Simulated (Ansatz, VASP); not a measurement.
## Two plane-wave programs on RuPt3

Contents of INCAR:

```
ALGO     = Normal         # electronic algorithm
EDIFF    = 1E-7           # SCF threshold, eV
ENCUT    = 520            # plane-wave cutoff, eV
GGA      = PE             # functional
ISIF     = 2              # what is computed and relaxed
ISMEAR   = 0              # smearing method
LASPH    = True           # aspherical terms in the spheres
LCHARG   = False          # write CHGCAR
LREAL    = False          # projectors in reciprocal space
LWAVE    = False          # write WAVECAR
NBANDS   = 54             # bands
NELM     = 60             # most SCF steps
PREC     = Accurate       # precision mode
SIGMA    = 0.1            # smearing width, eV
```

KPOINTS

```
k-points
0
Gamma
  3 3 4
```

Contents of POSCAR:

```
RuPt3
1.0
    6.1037655100      0.0000000000      0.0000000000
   -3.0518827600      5.2860159900      0.0000000000
    0.0000000000      0.0000000000      5.0973913500
Ru Pt
2 6
Direct
    0.0000000000      0.0000000000      0.5000000000
    0.0000000000      0.0000000000      0.0000000000
    0.0000000000      0.2451453500      0.2500000000
    0.7548546500      0.0000000000      0.7500000000
    0.2451453500      0.2451453500      0.7500000000
    0.7548546500      0.7548546500      0.2500000000
    0.0000000000      0.7548546500      0.7500000000
    0.2451453500      0.0000000000      0.2500000000
```

Input for Ansatz:

```yaml
crystal:
  lattice:
    - [6.10376551, 0.0, 0.0]
    - [-3.05188276, 5.28601599, 0.0]
    - [0.0, 0.0, 5.09739135]
  atoms:
    - { symbol: Ru, position: [0.0, 0.0, 0.5] }
    - { symbol: Ru, position: [0.0, 0.0, 0.0] }
    - { symbol: Pt, position: [0.0, 0.24514535, 0.25] }
    - { symbol: Pt, position: [0.75485465, 0.0, 0.75] }
    - { symbol: Pt, position: [0.24514535, 0.24514535, 0.75] }
    - { symbol: Pt, position: [0.75485465, 0.75485465, 0.25] }
    - { symbol: Pt, position: [0.0, 0.75485465, 0.75] }
    - { symbol: Pt, position: [0.24514535, 0.0, 0.25] }
basis:
  ecutwfc: 420
kpoints:
  mp_grid: { grid: [3, 3, 4] }
hamiltonian:
  xc: pbe
scf:
  occupations: { method: gaussian, width: 0.1 }
  lower_state_search: "off"
output:
  forces: true
  stress: true
  eigenvalues: true
```

Change from the starting cell: species swapped into the Cs3O type (P6_3/mcm, No. 193).

Alike in both runs: task single point; functional PBE; k mesh 3 × 3 × 4; occupations gaussian, width 0.1 eV; no spin polarisation.

```csv
,VASP,Ansatz
version,VASP 6.6.1,Ansatz 0.2.0
potentials or method,"VASP PAW PBE potentials, release 64 (Ru_pv, Pt), cutoff 520 eV","scalar-relativistic, plane waves, PAW"
valence electrons in the cell,88,140
```

|  | VASP | Ansatz | Ansatz less VASP |
| --- | --- | --- | --- |
| gap on the k mesh at the Fermi level (eV) | none | none | - |
| rms of the force components (eV/Å) | 17.504 | 17.681 | +0.1768 |

Atom by atom the forces differ by 0.177 eV/Å (rms over components). A gap of «none» marks a metal or a gap that the smearing closes. The functional is the same, so the differences come from potentials, cutoffs and numerics. VASP's potentials hold 88 valence electrons a cell and Ansatz's 140, so a difference there can come from the potentials and not from the codes.

The k mesh is coarse, so the values compare programs but aren't converged. Neither program's run includes spin-orbit coupling.
